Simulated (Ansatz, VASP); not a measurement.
**ScPb3Cl6 in VASP and in Ansatz**

The input INCAR:

```
PREC     = Accurate       # precision mode
ENCUT    = 520            # plane-wave cutoff, eV
EDIFF    = 1E-6           # SCF threshold, eV
ISMEAR   = -1             # smearing method
SIGMA    = 0.1312         # smearing width, eV
LREAL    = False          # projectors in reciprocal space
LASPH    = True           # aspherical terms in the spheres
NELM     = 80             # most SCF steps
ALGO     = Normal         # electronic algorithm
ISIF     = 2              # what is computed and relaxed
LWAVE    = False          # write WAVECAR
LCHARG   = False          # write CHGCAR
NBANDS   = 58             # bands
```

The input KPOINTS:

```
regular mesh
0
Gamma
  3 3 3
```

Contents of POSCAR:

```
ScPb3Cl6
1.0
    0.0000000000      5.3279650000      5.3279650000
    5.3279650000      0.0000000000      5.3279650000
    5.3279650000      5.3279650000      0.0000000000
Pb Cl Sc
3 6 1
Direct
    0.2500000000      0.2500000000      0.2500000000
    0.7500000000      0.7500000000      0.7500000000
    0.5000000000      0.5000000000      0.5000000000
    0.2380000000      0.7620000000      0.7620000000
    0.7620000000      0.2380000000      0.7620000000
    0.7620000000      0.2380000000      0.2380000000
    0.2380000000      0.7620000000      0.2380000000
    0.7620000000      0.7620000000      0.2380000000
    0.2380000000      0.2380000000      0.7620000000
    0.0000000000      0.0000000000      0.0000000000
```

Input for Ansatz:

```yaml
crystal:
  lattice:
    - [0.0, 5.327965, 5.327965]
    - [5.327965, 0.0, 5.327965]
    - [5.327965, 5.327965, 0.0]
  atoms:
    - { symbol: Pb, position: [0.25, 0.25, 0.25] }
    - { symbol: Pb, position: [0.75, 0.75, 0.75] }
    - { symbol: Pb, position: [0.5, 0.5, 0.5] }
    - { symbol: Cl, position: [0.238, 0.762, 0.762] }
    - { symbol: Cl, position: [0.762, 0.238, 0.762] }
    - { symbol: Cl, position: [0.762, 0.238, 0.238] }
    - { symbol: Cl, position: [0.238, 0.762, 0.238] }
    - { symbol: Cl, position: [0.762, 0.762, 0.238] }
    - { symbol: Cl, position: [0.238, 0.238, 0.762] }
    - { symbol: Sc, position: [0.0, 0.0, 0.0] }
  symmetry: { tolerance: 0.0003 }
kpoints:
  mp_grid: { grid: [3, 3, 3], shift: [0, 0, 0] }
magnetization:
  spin_polarized: false
scf:
  occupations: { method: fermi_dirac, width: 0.1312 }
hamiltonian:
  pseudopotentials: { kind: paw }
  xc: lda
basis:
  ecutwfc: 420
output:
  forces: true
  stress: true
  eigenvalues: true
```

Alike in both runs: task single point; functional LDA; k mesh 3 × 3 × 3; occupations fermi-dirac, width 0.1312 eV; no spin polarisation.

|  | VASP | Ansatz |
| --- | --- | --- |
| version | VASP 6.6.1 | Ansatz 0.2.0 |
| potentials or method | VASP PAW LDA potentials, release 64 (Pb_d, Cl, Sc_sv), cutoff 520 eV | PAW plane waves |
| valence electrons in the cell | 95 | 95 |

Ansatz gave:

- gap on the k mesh at the Fermi level (eV): none
- pressure (GPa): -3.0
- rms of the force components (eV/Å): 0.253

Problem. What did VASP give for the same quantities?

Solution. gap on the k mesh at the Fermi level (eV): none; pressure (GPa): -2.9; rms of the force components (eV/Å): 0.248.

LDA's correlation is that of Perdew and Zunger in VASP and of Perdew and Wang (1992) in Ansatz. Atom by atom the forces differ by 0.005 eV/Å (rms over components). A gap of «none» marks a metal or a gap that the smearing closes.

Spin-orbit coupling is off throughout.
